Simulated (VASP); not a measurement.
Wanted: the native input for a VASP 6.6.1 run.

```yaml
Task: single point
Functional: PBE
Potentials_or_basis: VASP PAW PBE potentials, release 64 (Yb, Ru_pv)
Cutoff: 520 eV
k_mesh: 8 × 8 × 8
Occupations: gaussian, width 0.05 eV
Spin: no spin polarisation
Dipole_correction: no
Further_INCAR_settings: ALGO = Normal; EDIFF = 1e-06; NBANDS = 41
```

The structure of YbRu3 lies in POSCAR:

```
YbRu3
1.0
    4.0014744057      0.0000000000      0.0000000000
    0.0000000000      4.0014744057      0.0000000000
    0.0000000000      0.0000000000      4.0014744057
Yb Ru
1 3
Direct
    0.0000000000      0.0000000000      0.0000000000
    0.0000000000      0.5000000000      0.5000000000
    0.5000000000      0.5000000000      0.0000000000
    0.5000000000      0.0000000000      0.5000000000
```

One way to write it, as run:

INCAR

```
PREC = Accurate
ENCUT = 520
EDIFF = 1E-6
ISMEAR = 0
SIGMA = 0.05
LREAL = False
LASPH = True
NELM = 100
ALGO = Normal
ISIF = 2
LWAVE = False
LCHARG = False
GGA = PE
NBANDS = 41
```

KPOINTS

```
regular mesh
0
Gamma
  8 8 8
```

Potentials or basis: VASP PAW PBE potentials, release 64 (Yb, Ru_pv).

Launch:

```bash
$ cat potpaw_PBE.64/Yb/POTCAR potpaw_PBE.64/Ru_pv/POTCAR > POTCAR
$ mpirun -np 1 vasp_std > vasp.out
```

It gave:

```json
{"Pressure": "0.6 GPa", "Band gap on the k mesh": "zero (band 33 reaches 10.05 eV, above the bottom of band 34 at 8.14 eV)"}
```

Caveat: spin-orbit coupling is left out, which moves the levels of the heavy elements; without U or exact exchange the open f shell lies at the Fermi level, which spoils levels, moments and volumes.

It took 2.3 min on 1 thread of Intel(R) Xeon(R) Platinum 8559C (Emerald Rapids), on a shared host, peak memory 0.23 GiB.
